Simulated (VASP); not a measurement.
## Tl: single point with PBEsol

Tl:

```
Tl
1.0
     3.52211    0.00000    0.00000
    -1.76106    3.05024    0.00000
     0.00000    0.00000   11.43200
Tl
4
Direct
  0.00000 0.00000 0.00000
  0.00000 0.00000 0.50000
  0.33333 0.66667 0.25000
  0.66667 0.33333 0.75000
```

* Program: VASP 6.6.1
* Task: single point
* Functional: PBEsol
* Potentials or basis: VASP PAW PBE potentials, release 64 (Tl_d)
* Cutoff: 520 eV
* k mesh: 12 × 12 × 4
* Occupations: fermi-dirac, width 0.1 eV
* Spin: no spin polarisation

| Item | Value |
| --- | --- |
| Pressure | -2.3 GPa |
| Band gap on the k mesh | zero (bands 26 and 27 overlap by 4.07 eV) |

Levels at points of the mesh, in eV from the Fermi level:
```
           k point  band 22  band 23  band 24  band 25  band 26  band 27  band 28  band 29  band 30  band 31
(0.00, 0.00, 0.00)    -8.28    -8.26    -5.26    -2.61     2.92     2.93     7.70     7.70     8.59     8.59
(0.50, 0.00, 0.00)    -5.16    -4.72    -4.07    -2.42    -2.12    -0.32     0.13     1.83     2.75     3.87
(0.00, 0.00, 0.50)    -9.25    -6.67    -6.67    -0.57    -0.57     6.92     6.92     7.95     7.95     7.95
(0.50, 0.00, 0.50)    -5.36    -4.49    -4.49    -1.67    -1.67    -0.99    -0.99     3.34     3.34     4.27
```

Run time: 68 s on 1 thread of Intel(R) Xeon(R) 6975P-C (Granite Rapids) (shared host), peak memory 0.35 GiB.

Caveat: the PAW data sets were made with another functional, which shifts forces and pressure a little; spin-orbit coupling is left out, which moves the levels of the heavy elements.
